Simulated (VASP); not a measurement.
Write the native input for VASP 6.6.1 that does the following.

| Quantity | Value |
| --- | --- |
| Task | single point |
| Functional | r2SCAN |
| Potentials or basis | VASP PAW PBE potentials, release 64 (Rh_pv) |
| Cutoff | 520 eV |
| k mesh | 5 × 5 × 5 |
| Occupations | fermi-dirac, width 0.1 eV |
| Spin | no spin polarisation |
| Dipole correction | no |
| Further INCAR settings | ALGO = Normal; EDIFF = 1e-06; NBANDS = 14 |

The system is Rh.

```
Rh
1.0
     0.00000    1.90081    1.90081
     1.90081    0.00000    1.90081
     1.90081    1.90081    0.00000
Rh
1
Direct
  0.00000 0.00000 0.00000
```

These files were run (other wordings do the same):

POSCAR

```
Rh
1.0
    0.0000000000      1.9008071574      1.9008071574
    1.9008071574      0.0000000000      1.9008071574
    1.9008071574      1.9008071574      0.0000000000
Rh
1
Direct
    0.0000000000      0.0000000000      0.0000000000
```

INCAR.step1

```
SYSTEM = Rh
PREC = Accurate ; ENCUT = 520
ISMEAR = -1 ; SIGMA = 0.1
LREAL = .FALSE. ; LASPH = .TRUE.
NELM = 80 ; NBANDS = 14
GGA = PE ; ALGO = Normal
EDIFF = 1E-4 ; LWAVE = .TRUE.
LCHARG = .FALSE.
```

INCAR.step2

```
SYSTEM = Rh
PREC = Accurate ; ENCUT = 520
EDIFF = 1E-6 ; ISMEAR = -1
SIGMA = 0.1 ; LREAL = .FALSE.
LASPH = .TRUE. ; NELM = 80
ALGO = Normal ; ISIF = 2
LWAVE = .FALSE. ; LCHARG = .FALSE.
METAGGA = R2SCAN ; LMIXTAU = .TRUE.
NBANDS = 14 ; ISTART = 1
```

KPOINTS

```
regular mesh
0
G
  5 5 5
  0 0 0
```

Potentials or basis: VASP PAW PBE potentials, release 64 (Rh_pv).

Launch:

```bash
$ cat potpaw_PBE.64/Rh_pv/POTCAR > POTCAR
$ cp INCAR.step1 INCAR
$ mpirun -np 1 vasp_std > vasp.out
$ cp INCAR.step2 INCAR
$ mpirun -np 1 vasp_std > vasp.out
```

Results of the run:

| Property | Result |
| --- | --- |
| Pressure | 4.1 GPa |

Caveat: the k points lie up to 0.57 Å⁻¹ apart; the PAW data sets were made with another functional, which shifts forces and pressure a little.

Wall time 15 s on 1 thread of Intel(R) Xeon(R) Platinum 8259CL CPU @ 2.50GHz (Skylake/Cascade Lake) (shared host), peak memory 0.12 GiB.
